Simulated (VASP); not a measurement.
Write the native input for VASP 6.6.1 that does the following.

- Task: single point
- Functional: PBEsol
- Potentials or basis: VASP PAW PBE potentials, release 64 (K_sv, Mg, F)
- Cutoff: 520 eV
- k mesh: 6 × 6 × 6
- Occupations: gaussian, width 0.02 eV
- Spin: no spin polarisation
- Dipole correction: no
- Further INCAR settings: ALGO = Normal; EDIFF = 1e-06; NBANDS = 24

The structure of KMgF3 lies in POSCAR:

```
KMgF3
1.0
    3.9912537769      0.0000000000      0.0000000000
    0.0000000000      3.9912537769      0.0000000000
    0.1197376133      0.0000000000      3.9912537769
K Mg F
1 1 3
Direct
    0.5000000000      0.5000000000      0.5000000000
    0.0000000000      0.0000000000      0.0000000000
    0.0000000000      0.5000000000      0.0000000000
    0.0000000000      0.0000000000      0.5000000000
    0.5000000000      0.0000000000      0.0000000000
```

This cell differs from its parent crystal: shear of c along a, cell held: +3.0 %.

One way to write it, as run:

INCAR

```
SYSTEM = KMgF3
PREC     = Accurate       ! precision mode
ENCUT    = 520            ! plane-wave cutoff, eV
EDIFF    = 1E-6           ! SCF threshold, eV
ISMEAR   = 0              ! smearing method
SIGMA    = 0.02           ! smearing width, eV
LREAL    = .FALSE.        ! projectors in reciprocal space
LASPH    = .TRUE.         ! aspherical terms in the spheres
NELM     = 60             ! most SCF steps
ALGO     = Normal         ! electronic algorithm
ISIF     = 2              ! what is computed and relaxed
LWAVE    = .FALSE.        ! write WAVECAR
LCHARG   = .FALSE.        ! write CHGCAR
GGA      = PS             ! functional
NBANDS   = 24             ! bands
```

KPOINTS

```
regular mesh
0
G
  6 6 6
  0 0 0
```

Potentials or basis: VASP PAW PBE potentials, release 64 (K_sv, Mg, F).

Command:

```sh
$ cat potpaw_PBE.64/K_sv/POTCAR potpaw_PBE.64/Mg/POTCAR potpaw_PBE.64/F/POTCAR > POTCAR
$ mpirun -np 1 vasp_std > vasp.out
```

Results of the run:

| Property | Result |
| --- | --- |
| Pressure | -0.4 GPa |
| Band gap on the k mesh | 7.08 eV (least direct gap 7.35 eV) |

Caveat: the cell differs from its parent crystal (shear of c along a, cell held: +3.0 %); the PAW data sets were made with another functional, which shifts forces and pressure a little.

Run time: 43 s on 1 thread of AMD EPYC 9R45 96-Core Processor (Zen 5), with other jobs on the host, peak memory 0.22 GiB.
